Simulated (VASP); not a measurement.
# BP (vh.b) (F-43m) in VASP: notebook

Runs on BP (vh.b). Level: PBE. Tasks: single point.

Program: VASP 6.6.1. These are calculated values, not measurements. Logs are shortened: lines on timing, memory, paths and dates and some standing lists are left out, and cuts for length are marked.

### 1 The cell of the first run

Symmetry: F-43m, No. 216, cubic system. Conventional cell: a = 4.548 Å, b = 4.548 Å, c = 4.548 Å, α = 90.00°, β = 90.00°, γ = 90.00°. Within 2.6 Å of B (site symmetry -43m) lie 4 P at 1.97 Å. Within 2.6 Å of P (site symmetry -43m) lie 4 B at 1.97 Å.

### 2 Single point, PBE

Input file INCAR:

```
ALGO = Normal ; EDIFF = 1E-6
ENCUT = 500 ; GGA = PE
GGA_COMPAT = F ; ISIF = 2
ISMEAR = 0 ; LASPH = T
LCHARG = T ; LELF = T
LREAL = F ; LVHAR = T
LWAVE = F ; NBANDS = 11
NELM = 120 ; PREC = Accurate
SIGMA = 0.02
```

Input file KPOINTS:

```
k-points
0
Gamma
  10 10 10
```

Input file POSCAR:

```
BP
1.0
    0.0000000000      2.2741219923      2.2741219923
    2.2741219923      0.0000000000      2.2741219923
    2.2741219923      2.2741219923      0.0000000000
B P
1 1
Direct
    0.0000000000      0.0000000000      0.0000000000
    0.2500000000      0.2500000000      0.2500000000
```

Potentials or basis: VASP PAW PBE potentials, release 64 (B, P).

Command:

```
> cat potpaw_PBE.64/B/POTCAR potpaw_PBE.64/P/POTCAR > POTCAR
> mpirun -np 1 vasp_std > vasp.out
```

OUTCAR:

```text
EDIFF = 1E-6
   ENCUT = 500
   GGA = PE
   ISIF = 2
   ISMEAR = 0
   LASPH = T
   LREAL = F
   NELM = 120
   PREC = Accurate

 ion  position               nearest neighbor table
   1  0.000  0.000  0.000-   2 1.97   2 1.97   2 1.97   2 1.97
   2  0.250  0.250  0.250-   1 1.97   1 1.97   1 1.97   1 1.97

  LATTYP: Found a face centered cubic cell.
 ALAT       =     4.5482439846

  Lattice vectors:

 A1 = (   0.0000000000,   2.2741219923,   2.2741219923)
 A2 = (   2.2741219923,   0.0000000000,   2.2741219923)
 A3 = (   2.2741219923,   2.2741219923,   0.0000000000)

Analysis of symmetry for initial positions (statically):
=====================================================================
 Subroutine PRICEL returns:
 Original cell was already a primitive cell.

 Routine SETGRP: Setting up the symmetry group for a
 face centered cubic supercell.

 Subroutine GETGRP returns: Found 24 space group operations
 (whereof 24 operations were pure point group operations)
 out of a pool of 48 trial point group operations.

The static configuration has the point symmetry T_d .

Analysis of symmetry for dynamics (positions and initial velocities):
=====================================================================
 Subroutine PRICEL returns:
 Original cell was already a primitive cell.

 Routine SETGRP: Setting up the symmetry group for a
 face centered cubic supercell.

 Subroutine GETGRP returns: Found 24 space group operations
 (whereof 24 operations were pure point group operations)
 out of a pool of 48 trial point group operations.

The dynamic configuration has the point symmetry T_d .

 Subroutine INISYM returns: Found 24 space group operations
 (whereof 24 operations are pure point group operations),
 and found     1 'primitive' translations

----------------------------------------------------------------------------------------

                                     Primitive cell

  volume of cell :      23.5218

  direct lattice vectors                    reciprocal lattice vectors
     0.000000000  2.274121992  2.274121992    -0.219865074  0.219865074  0.219865074
     2.274121992  0.000000000  2.274121992     0.219865074 -0.219865074  0.219865074
     2.274121992  2.274121992  0.000000000     0.219865074  0.219865074 -0.219865074

  length of vectors
     3.216094164  3.216094164  3.216094164     0.380817479  0.380817479  0.380817479

  position of ions in fractional coordinates (direct lattice)
     0.000000000  0.000000000  0.000000000
     0.250000000  0.250000000  0.250000000

  ion indices of the primitive-cell ions
   primitive index   ion index
                 1           1
                 2           2

----------------------------------------------------------------------------------------

 KPOINTS: k-points

Automatic generation of k-mesh.
 Grid dimensions read from file:
 generate k-points for:   10   10   10

 Generating k-lattice:

  Cartesian coordinates                     Fractional coordinates (reciprocal lattice)
    -0.021986507  0.021986507  0.021986507     0.100000000  0.000000000  0.000000000
     0.021986507 -0.021986507  0.021986507     0.000000000  0.100000000  0.000000000
     0.021986507  0.021986507 -0.021986507     0.000000000  0.000000000  0.100000000

  Length of vectors
     0.038081748  0.038081748  0.038081748

  Shift w.r.t. Gamma in fractional coordinates (k-lattice)
     0.000000000  0.000000000  0.000000000

 Subroutine IBZKPT returns following result:
 ===========================================

 Found     47 irreducible k-points:

 Following reciprocal coordinates:
            Coordinates               Weight
  0.000000  0.000000  0.000000      1.000000
  0.100000  0.000000  0.000000      8.000000
  0.200000  0.000000  0.000000      8.000000
  0.300000  0.000000  0.000000      8.000000
  0.400000  0.000000  0.000000      8.000000
  0.500000  0.000000  0.000000      4.000000
[... 16 lines left out ...]
  0.300000  0.300000  0.000000      6.000000
  0.400000  0.300000  0.000000     24.000000
 [... further k-points ...]
   k-points           NKPTS =     47   k-points in BZ     NKDIM =     47   number of bands    NBANDS=     11
   number of dos      NEDOS =    301   number of ions     NIONS =      2
   total plane-waves  NPLWV =  13824
   dimension x,y,z NGX =    24 NGY =   24 NGZ =   24
   dimension x,y,z NGXF=    48 NGYF=   48 NGZF=   48
   ions per type =               1   1
   NGX,Y,Z   is equivalent  to a cutoff of  12.41, 12.41, 12.41 a.u.
   NGXF,Y,Z  is equivalent  to a cutoff of  24.81, 24.81, 24.81 a.u.
 SYSTEM =  unknown system
   PREC   = accura    normal or accurate (medium, high low for compatibility)
   ISTART =      0    job   : 0-new  1-cont  2-samecut
   ICHARG =      2    charge: 1-file 2-atom 10-const
   ISPIN  =      1    spin polarized calculation?
   LNONCOLLINEAR =      F non collinear calculations
   LSORBIT =      F    spin-orbit coupling
   LASPH  =      T    aspherical Exc in radial PAW
   ENCUT  =  500.0 eV  36.75 Ry    6.06 a.u.   5.86  5.86  5.86*2*pi/ulx,y,z
   NELM   =    120;   NELMIN=  2; NELMDL= -5     # of ELM steps
   EDIFF  = 0.1E-05   stopping-criterion for ELM
   LREAL  =      F    real-space projection
   EDIFFG = 0.1E-04   stopping-criterion for IOM
   NSW    =      0    number of steps for IOM
   IBRION =     -1    ionic relax: 0-MD 1-quasi-New 2-CG
   NFREE  =      0    steps in history (QN), initial steepest desc. (CG)
   ISIF   =      2    stress and relaxation
   ISYM   =      2    0-nonsym 1-usesym 2-fastsym
   POTIM  = 0.5000    time-step for ionic-motion
   TEBEG  =    0.0;   TEEND  =   0.0 temperature during run
   PSTRESS=    0.0 pullay stress
   NELECT =       8.0000    total number of electrons
   NUPDOWN=      -1.0000    fix difference up-down
   EMIN   =  10.00;   EMAX   =-10.00  energy-range for DOS
   EFERMI =   0.00;   METHOD = LEGACY
   ISMEAR =     0;   SIGMA  =   0.02  broadening in eV -4-tet -1-fermi 0-gaus
   EFERMI_NEDOS =   21; number of points for ismear=-14 and -15
   IALGO  =     38    algorithm
   IMIX   =      4    mixing-type and parameters
     AMIX     =   0.40;   BMIX     =  1.00
     AMIX_MAG =   1.60;   BMIX_MAG =  1.00
  volume/ion in A,a.u.               =      11.76        79.37
  Fermi-wavevector in a.u.,A,eV,Ry     =   1.142741  2.159467 17.767257  1.305857
  Thomas-Fermi vector in A             =   2.279438
   LORBIT       =      0    0 simple, 1 ext, 2 COOP (PROOUT), +10 PAW based schemes
   GGA     = PE    functional components
   LHFCALC =     F    Hartree Fock is set to
   AEXX    =    0.0000 exact exchange contribution
   IVDW    =     0    specifies the selected vdW correction
   LEPSILON=     F    determine dielectric tensor
   LRPA    =     F    only Hartree local field effects (RPA)
 non-spin polarized calculation
 Gauss-broadening in eV      SIGMA  =   0.02
  energy-cutoff  :      500.00
  volume of cell :       23.52
 maximum number of plane-waves:       610
   NGX = 11   NGY = 11   NGZ = 11

 number of electron       8.0000000 magnetization

 Free energy of the ion-electron system (eV)
  ---------------------------------------------------
  ext. energy  EPLUGINS =         0.00000000
  ---------------------------------------------------
  free energy    TOTEN  =       -12.93057601 eV

  energy without entropy =      -12.93057601  energy(sigma->0) =      -12.93057601

 E-fermi :   7.4766     XC(G=0): -10.8781

 val. band max:        7.3530926990   @ k =   0.0000   0.0000   0.0000
 cond. band min:       8.6015473135   @ k =   0.4000   0.4000   0.0000
 fundamental gap:      1.2484546145
 Fermi energy:         7.4765864996

 k-point     1 :       0.0000    0.0000    0.0000
  band No.  band energies     occupation
      1      -8.0471      2.00000
      2       7.3531      2.00000
      3       7.3531      2.00000
      4       7.3531      2.00000
      5      10.7439      0.00000
      6      10.7439      0.00000
      7      10.7439      0.00000
      8      14.6246      0.00000
      9      18.8204      0.00000
     10      19.4626      0.00000
     11      19.4626      0.00000

 k-point     2 :       0.1000    0.0000    0.0000
  band No.  band energies     occupation
      1      -7.8679      2.00000
      2       6.0560      2.00000
      3       7.0602      2.00000
      4       7.0602      2.00000
      5      11.1497      0.00000
      6      11.1497      0.00000
      7      11.1739      0.00000
      8      15.1528      0.00000
      9      18.7830      0.00000
     10      18.7830      0.00000
     11      19.3856      0.00000

 k-point     3 :       0.2000    0.0000    0.0000
  band No.  band energies     occupation
      1      -7.3374      2.00000
      2       3.7244      2.00000
      3       6.5040      2.00000
      4       6.5040      2.00000
      5      11.3594      0.00000
      6      11.8669      0.00000
      7      11.8669      0.00000
      8      16.3454      0.00000
      9      18.1847      0.00000
     10      18.1847      0.00000
     11      20.2432      0.00000

 k-point     4 :       0.3000    0.0000    0.0000
  band No.  band energies     occupation
      1      -6.4857      2.00000
      2       1.3766      2.00000
      3       6.0170      2.00000
      4       6.0170      2.00000
      5      11.2586      0.00000
      6      12.1994      0.00000
      7      12.1994      0.00000
      8      17.2840      0.00000
      9      18.7541      0.00000
     10      18.7541      0.00000
     11      20.4958      0.00000

 k-point     5 :       0.4000    0.0000    0.0000
  band No.  band energies     occupation
      1      -5.4267      2.00000
      2      -0.6312      2.00000
      3       5.7081      2.00000
      4       5.7081      2.00000
      5      11.1401      0.00000
      6      12.1355      0.00000
      7      12.1355      0.00000
      8      17.4891      0.00000
      9      20.4326      0.00000
     10      20.4326      0.00000
     11      21.3823      0.00000
[... 211 lines left out ...]
 k-point    21 :      -0.3000    0.2000    0.0000
  band No.  band energies     occupation
      1      -5.2039      2.00000
      2       0.4002      2.00000
      3       2.7192      2.00000
      4       5.4440      2.00000
      5      11.2397      0.00000
      6      13.4679      0.00000
      7      14.2344      0.00000
      8      16.6428      0.00000
      9      17.7207      0.00000
     10      19.9805      0.00000
     11      24.2642      0.00000

 k-point    22 :      -0.2000    0.2000    0.0000
  band No.  band energies     occupation
      1      -6.1959      2.00000
      2       2.1203      2.00000
      3       3.2077      2.00000
      4       6.1153      2.00000
      5      11.8110      0.00000
      6      12.6519      0.00000
      7      13.7110      0.00000
      8      15.6451      0.00000
      9      16.8503      0.00000
     10      20.9202      0.00000
     11      23.0693      0.00000

 k-point    23 :       0.3000    0.3000    0.0000
  band No.  band energies     occupation
      1      -5.9448      2.00000
      2       2.5274      2.00000
      3       4.1523      2.00000
      4       4.1523      2.00000
      5       8.8826      0.00000
      6      11.2662      0.00000
      7      16.1761      0.00000
      8      16.1761      0.00000
      9      20.3245      0.00000
     10      21.7076      0.00000
     11      23.8077      0.00000

 k-point    24 :       0.4000    0.3000    0.0000
  band No.  band energies     occupation
      1      -5.1253      2.00000
      2       1.2077      2.00000
      3       3.3300      2.00000
      4       3.8591      2.00000
      5       9.1699      0.00000
      6      10.9781      0.00000
      7      16.7829      0.00000
      8      16.7981      0.00000
      9      21.2750      0.00000
     10      22.5768      0.00000
     11      24.3152      0.00000

 [... further k-points ...]
[... 5 lines left out ...]
  --------------------------------------------------------------------------------------
  -------------------------------------------------------------------------------------
  Total       -0.0303197     -0.0303197     -0.0303197      0.0000000      0.0000000      0.0000000
  in kB       -2.0652089     -2.0652089     -2.0652089      0.0000000      0.0000000      0.0000000
  external PRESSURE =      -2.0652089 kB  Pullay stress =       0.0000000 kB

 VOLUME and BASIS-vectors are now :
 -----------------------------------------------------------------------------
  energy-cutoff  :      500.00
  volume of cell :       23.52
      direct lattice vectors                 reciprocal lattice vectors
     0.000000000  2.274121992  2.274121992    -0.219865074  0.219865074  0.219865074
     2.274121992  0.000000000  2.274121992     0.219865074 -0.219865074  0.219865074
     2.274121992  2.274121992  0.000000000     0.219865074  0.219865074 -0.219865074

 POSITION                                       TOTAL-FORCE (eV/Angst)
 -----------------------------------------------------------------------------------
      0.00000      0.00000      0.00000         0.000000     -0.000000      0.000000
      1.13706      1.13706      1.13706        -0.000000      0.000000     -0.000000
 -----------------------------------------------------------------------------------
    total drift:                                0.000000      0.000000      0.000000

  FREE ENERGIE OF THE ION-ELECTRON SYSTEM (eV)
  ---------------------------------------------------
  free  energy   TOTEN  =       -12.9305760114 eV

  energy  without entropy=      -12.9305760114  energy(sigma->0) =      -12.93057601
```

Run time: 16 s. Hardware: 1 thread of Intel Xeon 8259CL, shared host; peak memory 0.13 GiB.

Results:

| Item | Value |
| --- | --- |
| Free energy | -12.9306 eV |
| Pressure | -0.2 GPa |
| Band gap on the k mesh | 1.25 eV, indirect (least direct gap 3.39 eV) |

A k mesh can miss the band edges. A hybrid or GW would open this gap; PBE tends to underestimate it.

(Part 1 of 2 ends here.)
